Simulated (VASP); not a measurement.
Input of a VASP 6.6.1 run:

Contents of INCAR:

```
PREC     = Accurate       # precision mode
ENCUT    = 520            # plane-wave cutoff, eV
EDIFF    = 1E-6           # SCF threshold, eV
ISMEAR   = -1             # smearing method
SIGMA    = 0.05           # smearing width, eV
LREAL    = False          # projectors in reciprocal space
LASPH    = True           # aspherical terms in the spheres
NELM     = 100            # most SCF steps
ALGO     = Normal         # electronic algorithm
ISIF     = 2              # what is computed and relaxed
LWAVE    = False          # write WAVECAR
LCHARG   = False          # write CHGCAR
GGA      = VW             # functional
NBANDS   = 12             # bands
```

Contents of KPOINTS:

```
Automatic mesh
0
Gamma
  11 11 11
```

File POSCAR:

```
Au
1.0
    0.0000000000      1.9934577312      1.9934577312
    1.9934577312      0.0000000000      1.9934577312
    1.9934577312      1.9934577312      0.0000000000
Au
1
Direct
    0.0000000000      0.0000000000      0.0000000000
```

Potentials or basis: VASP PAW PBE potentials, release 64 (Au).

The run is started by

```console
$ cat potpaw_PBE.64/Au/POTCAR > POTCAR
$ mpirun -np 1 vasp_std > vasp.out
```

Predict the pressure.

9.6 GPa.

Caveat: the PAW data sets were made with another functional, which shifts forces and pressure a little.
